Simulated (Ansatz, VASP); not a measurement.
# Sr: VASP beside Ansatz

The input INCAR:

```
SYSTEM = Sr
  ALGO = Fast
  EDIFF = 1E-6
  ENCUT = 520
  GGA = PS
  ISIF = 2
  ISMEAR = 0
  LASPH = .True.
  LCHARG = .True.
  LELF = .True.
  LREAL = .False.
  LVHAR = .True.
  LWAVE = .False.
  NBANDS = 17
  NELM = 80
  PREC = Accurate
  SIGMA = 0.1
```

KPOINTS

```
k-points
0
Gamma
  12 12 8
  0 0 0
```

POSCAR

```
Sr
1.0
    4.3203734518      0.0000000000      0.0000000000
   -2.1601867259      3.7415531631      0.0000000000
    0.0000000000      0.0000000000      7.0848810214
Sr
2
Direct
    0.3333333333      0.6666666667      0.2500000000
    0.6666666667      0.3333333333      0.7500000000
```

Input for Ansatz:

```yaml
crystal:
  lattice:
    - [4.3203734518, 0.0, 0.0]
    - [-2.1601867259, 3.7415531631, 0.0]
    - [0.0, 0.0, 7.0848810214]
  atoms:
    - { symbol: Sr, position: [0.3333333333, 0.6666666667, 0.25] }
    - { symbol: Sr, position: [0.6666666667, 0.3333333333, 0.75] }
basis:
  ecutwfc: 420
kpoints:
  mp_grid: { grid: [12, 12, 8] }
hamiltonian:
  xc: pbesol
scf:
  occupations: { method: gaussian, width: 0.1 }
output:
  forces: true
  stress: true
  eigenvalues: true
```

Change from the starting cell: equal strain along all axes, cell held, atoms relaxed: +3.0 %.

Alike in both runs: task single point; functional PBEsol; k mesh 12 × 12 × 8; occupations gaussian, width 0.1 eV; no spin polarisation.

|  | VASP | Ansatz |
| --- | --- | --- |
| version | VASP 6.6.1 | Ansatz 0.2.0 |
| potentials or method | VASP PAW PBE potentials, release 64 (Sr_sv), cutoff 520 eV | scalar-relativistic, plane waves, PAW |
| valence electrons in the cell | 20 | 20 |

```tsv
	VASP	Ansatz	Ansatz less VASP
gap on the k mesh at the Fermi level (eV)	none	none	-
pressure (GPa)	-0.9	-0.9	-0.01
```

VASP's potentials were made for PBE, not for PBEsol. A gap of «none» marks a metal or a gap that the smearing closes.
